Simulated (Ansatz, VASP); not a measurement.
One calculation of Mg2ZnN2, two programs

INCAR

```
PREC = Accurate
ENCUT = 520
EDIFF = 1E-6
ISMEAR = 0
SIGMA = 0.1
LREAL = F
LASPH = T
NELM = 100
ALGO = Normal
ISIF = 2
LWAVE = F
LCHARG = F
GGA = PE
NBANDS = 21
```

Contents of KPOINTS:

```
regular mesh
0
Gamma
  8 8 8
```

The input POSCAR:

```
Mg2ZnN2
1.0
   -1.7218236311      1.7218236311      5.4138746398
    1.7218236311     -1.7218236311      5.4138746398
    1.7218236311      1.7218236311     -5.4138746398
Mg Zn N
2 1 2
Direct
    0.3443000000      0.3443000000      0.0000000000
    0.6557000000      0.6557000000      0.0000000000
    0.0000000000      0.0000000000      0.0000000000
    0.1411000000      0.1411000000      0.0000000000
    0.8589000000      0.8589000000      0.0000000000
```

Input for Ansatz:

```yaml
crystal:
  lattice:
    - [-1.7218236311, 1.7218236311, 5.4138746398]
    - [1.7218236311, -1.7218236311, 5.4138746398]
    - [1.7218236311, 1.7218236311, -5.4138746398]
  atoms:
    - { symbol: Mg, position: [0.3443, 0.3443, 0.0] }
    - { symbol: Mg, position: [0.6557, 0.6557, 0.0] }
    - { symbol: Zn, position: [0.0, 0.0, 0.0] }
    - { symbol: "N", position: [0.1411, 0.1411, 0.0] }
    - { symbol: "N", position: [0.8589, 0.8589, 0.0] }
basis:
  ecutwfc: 420
kpoints:
  mp_grid: { grid: [8, 8, 8] }
hamiltonian:
  xc: pbe
scf:
  occupations: { method: gaussian, width: 0.1 }
output:
  forces: true
  stress: true
  eigenvalues: true
```

Alike in both runs: task single point; functional PBE; k mesh 8 × 8 × 8; occupations gaussian, width 0.1 eV; no spin polarisation.

```csv
,VASP,Ansatz
version,VASP 6.6.1,Ansatz 0.2.0
potentials or method,"VASP PAW PBE potentials, release 64 (Mg, Zn, N), cutoff 520 eV","scalar-relativistic, plane waves, PAW"
valence electrons in the cell,26,42
```

Ansatz gave:

```
gap on the k mesh at the Fermi level (eV)                     : 0.71
least direct gap on the mesh (eV)                             : 1.24
pressure (GPa)                                                : 24.0
traceless stress, the component that is largest in VASP (GPa) : 73.08
rms of the force components (eV/Å)                            : 4.725
```

Estimate VASP's values.

gap on the k mesh at the Fermi level (eV): 0.70; least direct gap on the mesh (eV): 1.25; pressure (GPa): 24.5; traceless stress, the component that is largest in VASP (GPa): 74.80; rms of the force components (eV/Å): 4.842.

Atom by atom the forces differ by 0.117 eV/Å (rms over components). The functional is the same, so the differences come from potentials, cutoffs and numerics. VASP's potentials hold 26 valence electrons a cell and Ansatz's 42, so a difference there can come from the potentials and not from the codes.
